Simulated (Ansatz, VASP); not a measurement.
BaTiO3: VASP beside Ansatz

File INCAR:

```
PREC = Accurate
ENCUT = 520
EDIFF = 1E-7
ISMEAR = 0
SIGMA = 0.01
LREAL = F
LASPH = T
NELM = 80
ALGO = Normal
ISIF = 2
LWAVE = F
LCHARG = F
GGA = PE
NBANDS = 28
```

Contents of KPOINTS:

```
regular mesh
0
Gamma
  6 6 6
```

POSCAR

```
BaTiO3
1.0
    2.9193440002      1.6854840443      2.4027181011
   -2.9193440002      1.6854840443      2.4027181011
    0.0000000000     -3.3709680887      2.4027181011
Ba Ti O
1 1 3
Direct
   -0.0054008912     -0.0054008912     -0.0054008912
    0.4803547845      0.4803547845      0.4803547845
    0.5112004268      0.5112004268      0.0218452530
    0.0218452530      0.5112004268      0.5112004268
    0.5112004268      0.0218452530      0.5112004268
```

Input for Ansatz:

```yaml
crystal:
  lattice:
    - [2.9193440002, 1.6854840443, 2.4027181011]
    - [-2.9193440002, 1.6854840443, 2.4027181011]
    - [0.0, -3.3709680887, 2.4027181011]
  atoms:
    - { symbol: Ba, position: [-0.0054008912, -0.0054008912, -0.0054008912] }
    - { symbol: Ti, position: [0.4803547845, 0.4803547845, 0.4803547845] }
    - { symbol: O, position: [0.5112004268, 0.5112004268, 0.021845253] }
    - { symbol: O, position: [0.021845253, 0.5112004268, 0.5112004268] }
    - { symbol: O, position: [0.5112004268, 0.021845253, 0.5112004268] }
kpoints:
  mp_grid: { grid: [6, 6, 6] }
hamiltonian:
  xc: pbe
scf:
  occupations: { method: fixed }
  n_extra_bands: 5
output:
  forces: true
  stress: true
  eigenvalues: true
```

Alike in both runs: task single point; functional PBE; k mesh 6 × 6 × 6; no spin polarisation.

|  | VASP | Ansatz |
| --- | --- | --- |
| version | VASP 6.6.1 | Ansatz 0.2.0 |
| potentials or method | VASP PAW PBE potentials, release 64 (Ba_sv, Ti_sv, O) | plane waves, PAW |
| plane-wave cutoff (eV) | 520 | 420 |
| occupations | gaussian, width 0.01 eV | fixed |
| valence electrons in the cell | 40 | 40 |

VASP gave:

```
gap on the k mesh at the Fermi level (eV)                     : 2.42
pressure (GPa)                                                : -6.6
traceless stress, the component that is largest in VASP (GPa) : 0.50
rms of the force components (eV/Å)                            : 0.244
```

Task: What did Ansatz give for the same quantities?

Result: gap on the k mesh at the Fermi level (eV): 2.46; pressure (GPa): -7.9; traceless stress, the component that is largest in VASP (GPa): 0.56; rms of the force components (eV/Å): 0.274.

Atom by atom the forces differ by 0.033 eV/Å (rms over components).

Spin-orbit coupling is off throughout.
